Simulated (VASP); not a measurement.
# Zn in VASP: further runs, part 2 of 2

VASP 6.6.1. Earlier steps stand in the parts before.

### Step 3. Single point, PBEsol (strained)

File INCAR:

```
SYSTEM = Zn
ALGO = Normal ; EDIFF = 1E-7
ENCUT = 520 ; GGA = PS
ISIF = 2 ; ISMEAR = 0
LASPH = .True. ; LCHARG = .False.
LREAL = .False. ; LWAVE = .False.
NBANDS = 12 ; NELM = 60
PREC = Accurate ; SIGMA = 0.1
```

File KPOINTS:

```
k-points
0
Gamma
  18 18 18
  0 0 0
```

File POSCAR:

```
Zn
1.0
   -1.6211447188      1.6211447188      1.6211447188
    1.6211447188     -1.6211447188      1.6211447188
    1.6211447188      1.6211447188     -1.6211447188
Zn
1
Direct
    0.0000000000      0.0000000000      0.0000000000
```

Potentials or basis: VASP PAW PBE potentials, release 64 (Zn).

Launch:

```sh
> cat potpaw_PBE.64/Zn/POTCAR > POTCAR
> mpirun -np 1 vasp_std > vasp.out
```

It took 19 s on 1 thread of Intel Xeon 6975P-C, shared host; peak memory 0.17 GiB.

Results (log left out):

```yaml
Free_energy: -1.4032 eV
Pressure: -8.9 GPa
Band_gap_on_the_k_mesh: zero (band 6 reaches 6.25 eV, above the bottom of band 7 at 1.09 eV)
```

Levels at points of the mesh, in eV from the Fermi level:
```csv
k point,band 4,band 5,band 6,band 7,band 8,band 9
"(0.00, 0.00, 0.00)",-7.40,-6.98,-6.98,17.46,17.46,17.46
"(0.50, 0.00, 0.00)",-6.95,-6.70,-2.20,-1.09,10.54,12.05
"(0.50, 0.50, 0.50)",-6.77,-6.77,4.07,4.07,4.07,6.41
```

Caveat: the cell differs from its parent crystal (strained); the PAW data sets were made with another functional, which shifts forces and pressure a little.

### Step 4. Single point, PBEsol (the cell strained at random)

File INCAR:

```
PREC = Accurate
ENCUT = 520
EDIFF = 1E-6
ISMEAR = 0
SIGMA = 0.1
LREAL = F
LASPH = T
NELM = 60
ALGO = Fast
ISIF = 2
LWAVE = F
LCHARG = F
GGA = PS
NBANDS = 12
```

File KPOINTS:

```
Automatic mesh
0
Gamma
  16 16 16
```

File POSCAR:

```
Zn
1.0
   -1.5249470603      1.5314742542      1.5152033405
    1.5211499908     -1.5369345030      1.5168665198
    1.5133675672      1.5253550099     -1.5206635893
Zn
1
Direct
    0.0000000000      0.0000000000      0.0000000000
```

Launch:

```sh
> cat potpaw_PBE.64/Zn/POTCAR > POTCAR
> mpirun -np 1 vasp_std > vasp.out
```

It took 2.7 min on 1 thread of Intel Xeon 6975P-C, shared host; peak memory 0.42 GiB.

Results (log left out):

| Quantity | Value |
| --- | --- |
| Free energy | -1.4923 eV |
| Pressure | 2.1 GPa |
| Band gap on the k mesh | zero (band 6 reaches 7.77 eV, above the bottom of band 7 at 2.68 eV) |

Stress tensor (GPa, compression positive):
```
2.00 0.01 0.05
0.01 2.42 0.00
0.05 0.00 1.99
```

Levels at points of the mesh, in eV from the Fermi level:
```
           k point  band 3  band 4  band 5  band 6  band 7  band 8  band 9  band 10
(0.00, 0.00, 0.00)   -8.11   -8.09   -7.52   -7.51   20.23   20.42   20.59    21.33
(0.50, 0.00, 0.00)   -7.56   -7.48   -7.12   -3.16   -0.91   11.95   13.24    15.98
(0.00, 0.50, 0.00)   -7.54   -7.47   -7.12   -3.12   -0.84   11.79   13.05    15.82
(0.50, 0.50, 0.00)   -7.55   -7.47   -7.13   -3.23   -1.04   12.08   13.34    16.07
(0.00, 0.00, 0.50)   -7.56   -7.49   -7.12   -3.14   -0.87   11.93   13.23    15.97
(0.50, 0.00, 0.50)   -7.53   -7.47   -7.12   -3.15   -0.90   11.82   13.11    15.84
(0.00, 0.50, 0.50)   -7.55   -7.47   -7.13   -3.20   -0.99   12.01   13.30    16.02
(0.50, 0.50, 0.50)   -7.23   -7.22   -7.20    4.05    4.29    4.32    8.42     8.81
```

Caveat: the cell differs from its parent crystal (the cell strained at random); the PAW data sets were made with another functional, which shifts forces and pressure a little.

### Step 5. Single point, PBEsol (the cell strained at random)

File INCAR:

```
SYSTEM = Zn
ALGO = Fast ; EDIFF = 1E-6
ENCUT = 520 ; GGA = PS
ISIF = 2 ; ISMEAR = 0
LASPH = .True. ; LCHARG = .False.
LREAL = .False. ; LWAVE = .False.
NBANDS = 12 ; NELM = 100
PREC = Accurate ; SIGMA = 0.1
```

File KPOINTS:

```
k-points
0
Gamma
  16 16 16
  0 0 0
```

File POSCAR:

```
Zn
1.0
   -1.6307786060      1.6050620895      1.6138330064
    1.5993978660     -1.6266834194      1.6040735962
    1.6418560072      1.6377608206     -1.6354543362
Zn
1
Direct
    0.0000000000      0.0000000000      0.0000000000
```

Launch:

```sh
> cat potpaw_PBE.64/Zn/POTCAR > POTCAR
> mpirun -np 1 vasp_std > vasp.out
```

Wall time 2.9 min (1 thread of Intel Xeon 6975P-C, shared host); peak memory 0.48 GiB.

Results (log left out):

| Quantity | Value |
| --- | --- |
| Free energy | -1.4162 eV |
| Pressure | -8.5 GPa |
| Band gap on the k mesh | zero (band 6 reaches 6.22 eV, above the bottom of band 7 at 0.99 eV) |

Stress tensor (GPa, compression positive):
```
-8.55 -0.10  0.30
-0.10 -8.58  0.20
 0.30  0.20 -8.41
```

Levels at points of the mesh, in eV from the Fermi level:
```
           k point  band 4  band 5  band 6  band 7  band 8  band 9
(0.00, 0.00, 0.00)   -7.41   -7.02   -7.01   17.17   17.55   17.78
(0.50, 0.00, 0.00)   -7.00   -6.73   -2.19   -0.96   10.31   12.04
(0.00, 0.50, 0.00)   -7.01   -6.73   -2.15   -0.89   10.28   11.96
(0.50, 0.50, 0.00)   -7.00   -6.74   -2.26   -1.09   10.47   12.30
(0.00, 0.00, 0.50)   -6.99   -6.75   -2.32   -1.22   10.73   12.24
(0.50, 0.00, 0.50)   -6.98   -6.75   -2.34   -1.28   10.69   12.12
(0.00, 0.50, 0.50)   -6.98   -6.75   -2.32   -1.22   10.63   12.12
(0.50, 0.50, 0.50)   -6.80   -6.78    3.95    3.97    4.24    6.46
```

Caveat: the cell differs from its parent crystal (the cell strained at random); the PAW data sets were made with another functional, which shifts forces and pressure a little.

### Step 6. Single point, PBEsol (the cell strained at random)

File INCAR:

```
PREC = Accurate ; ENCUT = 520
EDIFF = 1E-6 ; ISMEAR = 0
SIGMA = 0.1 ; LREAL = F
LASPH = T ; NELM = 80
ALGO = Fast ; ISIF = 2
LWAVE = F ; LCHARG = F
GGA = PS ; NBANDS = 12
```

File KPOINTS:

```
regular mesh
0
Gamma
  18 18 18
```

File POSCAR:

```
Zn
1.0
   -1.5809146101      1.5966049801      1.5228916218
    1.5342514497     -1.6631321489      1.5427556302
    1.5246489433      1.6068664821     -1.5894187906
Zn
1
Direct
    0.0000000000      0.0000000000      0.0000000000
```

Potentials or basis: VASP PAW PBE potentials, release 64 (Zn).

Launch:

```sh
> cat potpaw_PBE.64/Zn/POTCAR > POTCAR
> mpirun -np 1 vasp_std > vasp.out
```

OUTCAR:

```text
PREC = Accurate
   ENCUT = 520
   EDIFF = 1E-6
   ISMEAR = 0
   LREAL = F
   LASPH = T
   NELM = 80
   ISIF = 2
   GGA = PS

 ion  position               nearest neighbor table
   1  0.000  0.000  0.000-

  LATTYP: Found a triclinic cell.
 ALAT       =     3.0597736665
 B/A-ratio  =     1.4369413846
 C/A-ratio  =     0.8482475637
 COS(alpha) =     0.0009905645
 COS(beta)  =     0.5497035569
 COS(gamma) =     0.7168880845

  Lattice vectors:

[... 531 lines left out ...]
      1      -5.6557      2.00000
      2      -4.7652      2.00000
      3      -4.5687      2.00000
      4      -4.3002      2.00000
      5      -4.1939      2.00000
      6      -4.1002      2.00000
      7      12.0648      0.00000
      8      15.4823      0.00000
      9      17.6223      0.00000
     10      21.2594      0.00000
     11      22.7784      0.00000
     12      24.1433      0.00000

 [... further k-points ...]
[... 5 lines left out ...]
  --------------------------------------------------------------------------------------
  -------------------------------------------------------------------------------------
  Total       -0.3538229     -0.1358143     -0.3394059     -0.0009201     -0.0218817      0.0141345
  in kB      -37.7798570    -14.5017303    -36.2404636     -0.0982436     -2.3364460      1.5092270
  external PRESSURE =     -29.5073503 kB  Pullay stress =       0.0000000 kB

 VOLUME and BASIS-vectors are now :
 -----------------------------------------------------------------------------
  energy-cutoff  :      520.00
  volume of cell :       15.01
      direct lattice vectors                 reciprocal lattice vectors
    -1.580914610  1.596604980  1.522891622     0.010957087  0.319275326  0.333290719
     1.534251450 -1.663132149  1.542755630     0.332206251  0.012719772  0.331528033
     1.524648943  1.606866482 -1.589418791     0.332951594  0.318257984  0.011974429

 POSITION                                       TOTAL-FORCE (eV/Angst)
 -----------------------------------------------------------------------------------
      0.00000      0.00000      0.00000        -0.000000      0.000000      0.000000
 -----------------------------------------------------------------------------------
    total drift:                                0.000000     -0.000000      0.000000

  FREE ENERGIE OF THE ION-ELECTRON SYSTEM (eV)
  ---------------------------------------------------
  free  energy   TOTEN  =        -1.4890042877 eV

  energy  without entropy=       -1.4873961593  energy(sigma->0) =       -1.48820022
```

stdout:

```text
POSCAR found type information on POSCAR Zn
 POSCAR found :  1 types and       1 ions
 scaLAPACK will be used
 -----------------------------------------------------------------------------
|                                                                             |
|                                                                             |
|     You enforced a specific xc type in the INCAR file but a different       |
[... 19 lines left out ...]
WARNING in EDDRMM: call to ZHEGV failed, returncode =   8  4      9
WARNING in EDDRMM: call to ZHEGV failed, returncode =   6  3     11
WARNING in EDDRMM: call to ZHEGV failed, returncode =   8  4     10
WARNING in EDDRMM: call to ZHEGV failed, returncode =   8  4     11
WARNING in EDDRMM: call to ZHEGV failed, returncode =   8  4     10
WARNING in EDDRMM: call to ZHEGV failed, returncode =   6  3     11
WARNING in EDDRMM: call to ZHEGV failed, returncode =   8  4     10
```

It took 3.9 min on 1 thread of Intel Xeon 6975P-C, shared host; peak memory 0.57 GiB.

Results:

| Item | Value |
| --- | --- |
| Free energy | -1.4890 eV |
| Pressure | -3.0 GPa |
| Band gap on the k mesh | zero (band 6 reaches 6.52 eV, above the bottom of band 7 at 1.58 eV) |

Caveat: the cell differs from its parent crystal (the cell strained at random); the PAW data sets were made with another functional, which shifts forces and pressure a little.

### Step 7. Overview

```tsv
cell	k mesh	gap on the mesh (eV)	pressure (GPa)
a = 2.768 Å, angles 109.5°, 1 atom	18 × 18 × 18	none	-7.5
a = 2.808 Å, angles 109.5°, 1 atom	18 × 18 × 18	none	-8.9
a = 2.639, b = 2.641, c = 2.632 Å, angles 109.7, 109.1, 109.9°, 1 atom	16 × 16 × 16	none	2.1
a = 2.800, b = 2.789, c = 2.838 Å, angles 109.7, 109.8, 109.7°, 1 atom	16 × 16 × 16	none	-8.5
a = 2.714, b = 2.739, c = 2.726 Å, angles 111.9, 107.8, 111.6°, 1 atom	18 × 18 × 18	none	-3.0
```

Alike in all rows: task single point; level PBEsol; potentials or basis VASP PAW PBE potentials, release 64 (Zn); no spin polarisation; cutoff (eV) 520; smearing gaussian 0.1 eV.

Caveats: the PAW data sets were made with another functional, which shifts forces and pressure a little.

Absolute energies hang on the potentials; compare differences alone.
